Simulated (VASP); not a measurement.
# Mg9Si4 (a cell with a defect) in VASP: relaxation of the atoms with PBE

Aim: the relaxation of the atoms of Mg9Si4 (a cell with a defect) with PBE.

Program: VASP 6.6.1. These are calculated values, not measurements. Logs are shortened: lines on timing, memory, paths and dates and some standing lists are left out, and cuts for length are marked.

**1. The cell of the first run**

The cell holds a defect, 13 atoms: a = 6.338 Å, b = 6.338 Å, c = 6.338 Å, α = 90.00°, β = 90.00°, γ = 90.00°.

**2. Relaxation of the atoms, PBE**

Input file INCAR:

```
  PREC = Accurate
  ENCUT = 520
  EDIFF = 1E-7
  ISMEAR = -1
  SIGMA = 0.05
  LREAL = F
  LASPH = T
  NELM = 120
  ALGO = Normal
  ISIF = 2
  LWAVE = F
  LCHARG = F
  GGA = PE
  IBRION = 2
  NSW = 45
  EDIFFG = -0.08
  GGA_COMPAT = F
  NELMIN = 4
```

Input file KPOINTS:

```
Automatic mesh
0
Gamma
  2 2 2
```

Input file POSCAR:

```
Mg9Si4
1.0
    6.3380000000      0.0000000000      0.0000000000
    0.0000000000      6.3380000000      0.0000000000
    0.0000000000      0.0000000000      6.3380000000
Mg Si
9 4
Direct
    0.2500000000      0.2500000000      0.2500000000
    0.7500000000      0.7500000000      0.7500000000
    0.7500000000      0.7500000000      0.2500000000
    0.2500000000      0.2500000000      0.7500000000
    0.7500000000      0.2500000000      0.7500000000
    0.2500000000      0.7500000000      0.2500000000
    0.2500000000      0.7500000000      0.7500000000
    0.7500000000      0.2500000000      0.2500000000
    0.5107595000      0.4994922000      0.4967589000
    0.0000000000      0.0000000000      0.0000000000
    0.5000000000      0.5000000000      0.0000000000
    0.5000000000      0.0000000000      0.5000000000
    0.0000000000      0.5000000000      0.5000000000
```

Potentials or basis: VASP PAW PBE potentials, release 64 (Mg, Si).

Run with:

```sh
> cat potpaw_PBE.64/Mg/POTCAR potpaw_PBE.64/Si/POTCAR > POTCAR
> mpirun -np 1 vasp_std > vasp.out
```

OUTCAR:

```text
PREC = Accurate
   ENCUT = 520
   EDIFF = 1E-7
   ISMEAR = -1
   LREAL = F
   LASPH = T
   NELM = 120
   ISIF = 2
   GGA = PE
   IBRION = 2
   NSW = 45
   EDIFFG = -0.08
   NELMIN = 4

 ion  position               nearest neighbor table
   1  0.250  0.250  0.250-  10 2.74  11 2.74  12 2.74  13 2.74   9 2.77   8 3.17   4 3.17   6 3.17
                             4 3.17   6 3.17   8 3.17
   2  0.750  0.750  0.750-   9 2.72  10 2.74  11 2.74  12 2.74  13 2.74   7 3.17   3 3.17   5 3.17
                             3 3.17   5 3.17   7 3.17
   3  0.750  0.750  0.250-   9 2.70  10 2.74  11 2.74  12 2.74  13 2.74   8 3.17   2 3.17   6 3.17
                             2 3.17   8 3.17   6 3.17
   4  0.250  0.250  0.750-  10 2.74  11 2.74  12 2.74  13 2.74   9 2.79   7 3.17   1 3.17   5 3.17
                             1 3.17   7 3.17   5 3.17
   5  0.750  0.250  0.750-   9 2.72  10 2.74  11 2.74  12 2.74  13 2.74   8 3.17   2 3.17   4 3.17
                             8 3.17   2 3.17   4 3.17
   6  0.250  0.750  0.250-  10 2.74  11 2.74  12 2.74  13 2.74   9 2.77   7 3.17   1 3.17   3 3.17
                             7 3.17   1 3.17   3 3.17
   7  0.250  0.750  0.750-  10 2.74  11 2.74  12 2.74  13 2.74   9 2.80   6 3.17   2 3.17   4 3.17
                             6 3.17   4 3.17   2 3.17
   8  0.750  0.250  0.250-   9 2.69  10 2.74  11 2.74  12 2.74  13 2.74   5 3.17   1 3.17   3 3.17
                             5 3.17   3 3.17   1 3.17
   9  0.511  0.499  0.497-   8 2.69   3 2.70   5 2.72   2 2.72   1 2.77   6 2.77   4 2.79   7 2.80
                            13 3.10  11 3.15  12 3.17  12 3.17  11 3.19  13 3.24
  10  0.000  0.000  0.000-   1 2.74   2 2.74   3 2.74   4 2.74   5 2.74   6 2.74   7 2.74   8 2.74

  11  0.500  0.500  0.000-   1 2.74   2 2.74   3 2.74   4 2.74   5 2.74   6 2.74   7 2.74   8 2.74
                             9 3.15   9 3.19
  12  0.500  0.000  0.500-   1 2.74   2 2.74   3 2.74   4 2.74   5 2.74   6 2.74   7 2.74   8 2.74
                             9 3.17   9 3.17
  13  0.000  0.500  0.500-   1 2.74   2 2.74   3 2.74   4 2.74   5 2.74   6 2.74   7 2.74   8 2.74
                             9 3.10   9 3.24

  LATTYP: Found a simple cubic cell.
 ALAT       =     6.3380000000

  Lattice vectors:

 A1 = (   6.3380000000,   0.0000000000,   0.0000000000)
 A2 = (   0.0000000000,   6.3380000000,   0.0000000000)
 A3 = (   0.0000000000,   0.0000000000,   6.3380000000)

Analysis of symmetry for initial positions (statically):
=====================================================================
 Subroutine PRICEL returns:
 Original cell was already a primitive cell.

 Routine SETGRP: Setting up the symmetry group for a
 simple cubic supercell.

 Subroutine GETGRP returns: Found  1 space group operations
 (whereof  1 operations were pure point group operations)
 out of a pool of 48 trial point group operations.

The static configuration has the point symmetry C_1 .

Analysis of symmetry for dynamics (positions and initial velocities):
=====================================================================
 Subroutine PRICEL returns:
 Original cell was already a primitive cell.

 Routine SETGRP: Setting up the symmetry group for a
 simple cubic supercell.

 Subroutine GETGRP returns: Found  1 space group operations
 (whereof  1 operations were pure point group operations)
 out of a pool of 48 trial point group operations.

The dynamic configuration has the point symmetry C_1 .

 Subroutine INISYM returns: Found  1 space group operations
 (whereof  1 operations are pure point group operations),
 and found     1 'primitive' translations

----------------------------------------------------------------------------------------

                                     Primitive cell

  volume of cell :     254.5990

  direct lattice vectors                    reciprocal lattice vectors
     6.338000000  0.000000000  0.000000000     0.157778479  0.000000000  0.000000000
     0.000000000  6.338000000  0.000000000     0.000000000  0.157778479  0.000000000
     0.000000000  0.000000000  6.338000000     0.000000000  0.000000000  0.157778479

  length of vectors
     6.338000000  6.338000000  6.338000000     0.157778479  0.157778479  0.157778479

  position of ions in fractional coordinates (direct lattice)
     0.250000000  0.250000000  0.250000000
     0.750000000  0.750000000  0.750000000
     0.750000000  0.750000000  0.250000000
     0.250000000  0.250000000  0.750000000
     0.750000000  0.250000000  0.750000000
     0.250000000  0.750000000  0.250000000
     0.250000000  0.750000000  0.750000000
     0.750000000  0.250000000  0.250000000
     0.510759500  0.499492200  0.496758900
     0.000000000  0.000000000  0.000000000
     0.500000000  0.500000000  0.000000000
     0.500000000  0.000000000  0.500000000
     0.000000000  0.500000000  0.500000000

  ion indices of the primitive-cell ions
   primitive index   ion index
                 1           1
                 2           2
                 3           3
                 4           4
                 5           5
                 6           6
                 7           7
                 8           8
                 9           9
                10          10
                11          11
                12          12
                13          13

----------------------------------------------------------------------------------------

 KPOINTS: Automatic mesh

Automatic generation of k-mesh.
 Grid dimensions read from file:
 generate k-points for:    2    2    2

 Generating k-lattice:

  Cartesian coordinates                     Fractional coordinates (reciprocal lattice)
     0.078889240  0.000000000  0.000000000     0.500000000  0.000000000  0.000000000
     0.000000000  0.078889240  0.000000000     0.000000000  0.500000000  0.000000000
     0.000000000  0.000000000  0.078889240     0.000000000  0.000000000  0.500000000

  Length of vectors
     0.078889240  0.078889240  0.078889240

  Shift w.r.t. Gamma in fractional coordinates (k-lattice)
     0.000000000  0.000000000  0.000000000

 Subroutine IBZKPT returns following result:
 ===========================================

 Found      8 irreducible k-points:

 Following reciprocal coordinates:
            Coordinates               Weight
  0.000000  0.000000  0.000000      1.000000
  0.500000  0.000000  0.000000      1.000000
  0.000000  0.500000  0.000000      1.000000
  0.000000  0.000000  0.500000      1.000000
  0.500000  0.500000  0.000000      1.000000
  0.000000  0.500000  0.500000      1.000000
  0.500000  0.000000  0.500000      1.000000
  0.500000  0.500000  0.500000      1.000000
   k-points           NKPTS =      8   k-points in BZ     NKDIM =      8   number of bands    NBANDS=     24
   number of dos      NEDOS =    301   number of ions     NIONS =     13
   total plane-waves  NPLWV = 110592
   dimension x,y,z NGX =    48 NGY =   48 NGZ =   48
   dimension x,y,z NGXF=    96 NGYF=   96 NGZF=   96
   ions per type =               9   4
   NGX,Y,Z   is equivalent  to a cutoff of  12.59, 12.59, 12.59 a.u.
   NGXF,Y,Z  is equivalent  to a cutoff of  25.18, 25.18, 25.18 a.u.
 SYSTEM =  unknown system
   PREC   = accura    normal or accurate (medium, high low for compatibility)
   ISTART =      0    job   : 0-new  1-cont  2-samecut
   ICHARG =      2    charge: 1-file 2-atom 10-const
   ISPIN  =      1    spin polarized calculation?
   LNONCOLLINEAR =      F non collinear calculations
   LSORBIT =      F    spin-orbit coupling
   LASPH  =      T    aspherical Exc in radial PAW
   ENCUT  =  520.0 eV  38.22 Ry    6.18 a.u.  11.78 11.78 11.78*2*pi/ulx,y,z
   NELM   =    120;   NELMIN=  4; NELMDL= -5     # of ELM steps
   EDIFF  = 0.1E-06   stopping-criterion for ELM
   LREAL  =      F    real-space projection
   EDIFFG = -.8E-01   stopping-criterion for IOM
   NSW    =     45    number of steps for IOM
   IBRION =      2    ionic relax: 0-MD 1-quasi-New 2-CG
   NFREE  =      1    steps in history (QN), initial steepest desc. (CG)
   ISIF   =      2    stress and relaxation
   ISYM   =      2    0-nonsym 1-usesym 2-fastsym
   POTIM  = 0.5000    time-step for ionic-motion
   TEBEG  =    0.0;   TEEND  =   0.0 temperature during run
   PSTRESS=    0.0 pullay stress
   NELECT =      34.0000    total number of electrons
   NUPDOWN=      -1.0000    fix difference up-down
   EMIN   =  10.00;   EMAX   =-10.00  energy-range for DOS
   EFERMI =   0.00;   METHOD = LEGACY
   ISMEAR =    -1;   SIGMA  =   0.05  broadening in eV -4-tet -1-fermi 0-gaus
   EFERMI_NEDOS =   21; number of points for ismear=-14 and -15
   IALGO  =     38    algorithm
   IMIX   =      4    mixing-type and parameters
     AMIX     =   0.40;   BMIX     =  1.00
     AMIX_MAG =   1.60;   BMIX_MAG =  1.00
  volume/ion in A,a.u.               =      19.58       132.16
  Fermi-wavevector in a.u.,A,eV,Ry     =   0.836788  1.581300  9.526997  0.700215
  Thomas-Fermi vector in A             =   1.950571
   LORBIT       =      0    0 simple, 1 ext, 2 COOP (PROOUT), +10 PAW based schemes
   GGA     = PE    functional components
   LHFCALC =     F    Hartree Fock is set to
   AEXX    =    0.0000 exact exchange contribution
   IVDW    =     0    specifies the selected vdW correction
   LEPSILON=     F    determine dielectric tensor
   LRPA    =     F    only Hartree local field effects (RPA)
 conjugate gradient relaxation of ions
 non-spin polarized calculation
  energy-cutoff  :      520.00
  volume of cell :      254.60
 maximum number of plane-waves:      6872
 NGX is ok and might be reduce to    48
   NGX = 23   NGY = 23   NGZ = 23

--------------------------------------- Ionic step        1  -------------------------------------------

 number of electron      34.0000000 magnetization

 Free energy of the ion-electron system (eV)
  ---------------------------------------------------
  ext. energy  EPLUGINS =         0.00000000
  ---------------------------------------------------
  free energy    TOTEN  =       -34.73321733 eV

  energy without entropy =      -34.68695099  energy(sigma->0) =      -34.71008416

------------------------ aborting loop because EDIFF is reached ----------------------------------------

  FORCE on cell =-STRESS in cart. coord.  units (eV):
  Direction    XX          YY          ZZ          XY          YZ          ZX
  --------------------------------------------------------------------------------------
  -------------------------------------------------------------------------------------
  Total        6.9530905      7.0228557      7.0166053     -0.0034987      0.0010640     -0.0222789
  in kB       43.7554101     44.1944390     44.1551052     -0.0220174      0.0066957     -0.1401999
  external PRESSURE =      44.0349848 kB  Pullay stress =       0.0000000 kB
[... 220 lines left out ...]
  energy  without entropy=      -35.2552324156  energy(sigma->0) =      -35.27301489

--------------------------------------- Ionic step        6  -------------------------------------------

 number of electron      34.0000000 magnetization

 Free energy of the ion-electron system (eV)
  ---------------------------------------------------
  ext. energy  EPLUGINS =         0.00000000
  ---------------------------------------------------
  free energy    TOTEN  =       -35.29227830 eV

  energy without entropy =      -35.25669633  energy(sigma->0) =      -35.27448732

 E-fermi :   4.7066     XC(G=0):  -9.1251

 val. band max:        4.6862899837   @ k =   0.5000   0.5000   0.5000
 cond. band min:       4.8537249813   @ k =   0.5000   0.0000   0.0000
 fundamental gap:      0.1674349976
 Fermi energy:         4.7065798936

 k-point     1 :       0.0000    0.0000    0.0000
  band No.  band energies     occupation
      1      -5.3179      2.00000
      2      -3.4943      2.00000
      3      -3.0560      2.00000
      4      -3.0558      2.00000
      5      -0.6676      2.00000
      6      -0.6675      2.00000
[... 245 lines left out ...]
  FREE ENERGIE OF THE ION-ELECTRON SYSTEM (eV)
  ---------------------------------------------------
  free  energy   TOTEN  =       -35.2922783034 eV

  energy  without entropy=      -35.2566963326  energy(sigma->0) =      -35.27448732

 reached required accuracy - stopping structural energy minimisation
```

Run time: 8.7 min. Hardware: 1 thread of AMD EPYC 7R13, shared host; peak memory 0.31 GiB.

Results:

| Quantity | Value |
| --- | --- |
| Free energy | -35.2923 eV |
| Energy gained by relaxing | 43.0 meV/atom |
| Ionic steps | 6 |
| Pressure after relaxing | 3.8 GPa |
| Largest force after relaxing | 0.063 eV/Å |
| Band gap on the k mesh | zero (band 17 reaches 5.15 eV, above the bottom of band 18 at 4.14 eV) |

Forces in eV/Å, atoms in the order of the input:
```
Mg  -0.013 -0.019 -0.020
Mg   0.017  0.009  0.008
Mg   0.012  0.003 -0.006
Mg  -0.016 -0.021  0.019
Mg   0.017 -0.009  0.007
Mg  -0.013  0.019 -0.021
Mg  -0.016  0.021  0.020
Mg   0.011 -0.003 -0.005
Mg  -0.060  0.003  0.018
Si   0.035 -0.002 -0.010
Si   0.016 -0.001  0.002
Si   0.016  0.000 -0.005
Si  -0.007 -0.001 -0.005
```

Step by step:
| step | energy change (eV) | largest force (eV/Å) | pressure (GPa) |
| --- | --- | --- | --- |
| 1 | 0.0000 | 1.3489 | 4.40 |
| 2 | -0.4320 | 0.6409 | 3.83 |
| 3 | -0.5564 | 0.1317 | 3.76 |
| 4 | -0.5578 | 0.1420 | 3.77 |
| 5 | -0.5576 | 0.1377 | 3.77 |
| 6 | -0.5591 | 0.0630 | 3.76 |

Final structure:
```yaml
crystal:
  lattice:
    - [6.33800, 0.00000, 0.00000]
    - [0.00000, 6.33800, 0.00000]
    - [0.00000, 0.00000, 6.33800]
  atoms:
    - { symbol: Mg, position: [0.24065, 0.24075, 0.24078] }
    - { symbol: Mg, position: [0.76004, 0.76020, 0.76023] }
    - { symbol: Mg, position: [0.76050, 0.76067, 0.23938] }
    - { symbol: Mg, position: [0.24105, 0.24115, 0.75889] }
    - { symbol: Mg, position: [0.76011, 0.23974, 0.76030] }
    - { symbol: Mg, position: [0.24072, 0.75920, 0.24085] }
    - { symbol: Mg, position: [0.24111, 0.75880, 0.75883] }
    - { symbol: Mg, position: [0.76058, 0.23926, 0.23930] }
    - { symbol: Mg, position: [0.50511, 0.49976, 0.49847] }
    - { symbol: Si, position: [0.00105, 0.99995, 0.99968] }
    - { symbol: Si, position: [0.50031, 0.49999, 0.00023] }
    - { symbol: Si, position: [0.50031, 0.00004, 0.49991] }
    - { symbol: Si, position: [0.99923, 0.49999, 0.49991] }
```

Levels at points of the mesh, in eV from the Fermi level:
```tsv
k point	band 14	band 15	band 16	band 17	band 18	band 19
(0.00, 0.00, 0.00)	-2.33	-0.79	-0.79	-0.79	-0.56	-0.56
(0.50, 0.00, 0.00)	-2.12	-2.09	-2.09	0.15	0.21	0.40
(0.00, 0.50, 0.00)	-2.11	-2.09	-2.09	0.15	0.22	0.39
(0.00, 0.00, 0.50)	-2.11	-2.09	-2.09	0.15	0.22	0.39
(0.50, 0.50, 0.00)	-1.72	-1.70	-1.39	0.44	0.44	0.56
(0.00, 0.50, 0.50)	-1.72	-1.70	-1.39	0.44	0.44	0.56
(0.50, 0.00, 0.50)	-1.72	-1.70	-1.39	0.44	0.44	0.56
(0.50, 0.50, 0.50)	-1.26	-1.26	-1.26	-0.02	-0.02	-0.02
```

Caveat: the k points lie up to 0.50 Å⁻¹ apart; the relaxation stopped at a loose force limit of 0.08 eV/Å, so its end isn't a converged minimum.
